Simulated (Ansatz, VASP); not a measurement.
Two plane-wave programs on TiAl

Contents of INCAR:

```
ALGO = Fast
EDIFF = 1E-7
ENCUT = 520
GGA = CA
ISIF = 2
ISMEAR = 0
LASPH = True
LCHARG = True
LELF = True
LREAL = False
LVHAR = True
LWAVE = False
NBANDS = 14
NELM = 60
PREC = Accurate
SIGMA = 0.15
```

KPOINTS

```
k-points
0
Gamma
  14 14 14
```

Contents of POSCAR:

```
TiAl
1.0
    2.9522614856      0.0000000000      0.0000000000
    0.0000000000      3.2099985995      0.0000000000
    0.0000000000      0.0000000000      3.1240862282
Ti Al
1 1
Direct
    0.0000000000      0.0000000000      0.0000000000
    0.5000000000      0.5000000000      0.5000000000
```

Input for Ansatz:

```yaml
crystal:
  lattice:
    - [2.9522614856, 0.0, 0.0]
    - [0.0, 3.2099985995, 0.0]
    - [0.0, 0.0, 3.1240862282]
  atoms:
    - { symbol: Ti, position: [0.0, 0.0, 0.0] }
    - { symbol: Al, position: [0.5, 0.5, 0.5] }
basis:
  ecutwfc: 520.0
kpoints:
  mp_grid: { grid: [14, 14, 14] }
hamiltonian:
  xc: lda
  pseudopotentials: { kind: paw, azcp: { folder: soft_1 } }
scf:
  occupations: { method: gaussian, width: 0.15 }
output:
  forces: true
  stress: true
  eigenvalues: true
```

Change from the starting cell: normal strain along x -0.0550, normal strain along y +0.0275.

Alike in both runs: task single point; functional LDA; k mesh 14 × 14 × 14; occupations gaussian, width 0.15 eV; no spin polarisation.

|  | VASP | Ansatz |
| --- | --- | --- |
| version | VASP 6.6.1 | Ansatz 0.2.0 |
| potentials or method | VASP PAW LDA potentials, release 64 (Ti_sv, Al), cutoff 520 eV | scalar-relativistic, plane waves, PAW |
| valence electrons in the cell | 15 | 15 |

|  | VASP | Ansatz | Ansatz less VASP |
| --- | --- | --- | --- |
| gap on the k mesh at the Fermi level (eV) | none | none | - |
| pressure (GPa) | 4.3 | 4.1 | -0.19 |
| traceless stress, the component that is largest in VASP (GPa) | 2.44 | 2.43 | -0.011 |

Ansatz warns that its potentials were made for another functional, while VASP's fit it. LDA's correlation is that of Perdew and Zunger in VASP and of Perdew and Wang (1992) in Ansatz. A gap of «none» marks a metal or a gap that the smearing closes.
